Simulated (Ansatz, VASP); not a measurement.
## CoSi in VASP and in Ansatz

```xyz
4
Lattice="3.6447 0.0000 0.0000 0.0000 3.6447 0.0000 0.0000 0.0000 3.2788" Properties=species:S:1:pos:R:3 pbc="T T T"
Co    1.8224    0.0000    3.0976
Co    0.0000    1.8224    0.1812
Si    0.0000    0.0000    1.6394
Si    1.8224    1.8224    1.6394
```

Alike in both runs: functional PBE; k mesh 12 × 12 × 14; occupations gaussian, width 0.1 eV; no spin polarisation.

Ansatz relaxed the structure, and its values are those at the end. VASP's run is a single point on that final structure, the one shown.

|  | VASP | Ansatz |
| --- | --- | --- |
| version | VASP 6.6.1 | Ansatz 0.2.0 |
| potentials or method | VASP PAW PBE potentials, release 64 (Co, Si), cutoff 600 eV | scalar-relativistic, plane waves, PAW |
| valence electrons in the cell | 26 | 42 |

|  | VASP | Ansatz | Ansatz less VASP |
| --- | --- | --- | --- |
| gap on the k mesh at the Fermi level (eV) | none | none | - |
| pressure (GPa) | -0.2 | 0.0 | +0.16 |
| rms of the force components (eV/Å) | 0.006 | 0.000 | -0.0053 |

A gap of «none» marks a metal or a gap that the smearing closes. VASP's potentials hold 26 valence electrons a cell and Ansatz's 42, so a difference there can come from the potentials and not from the codes.
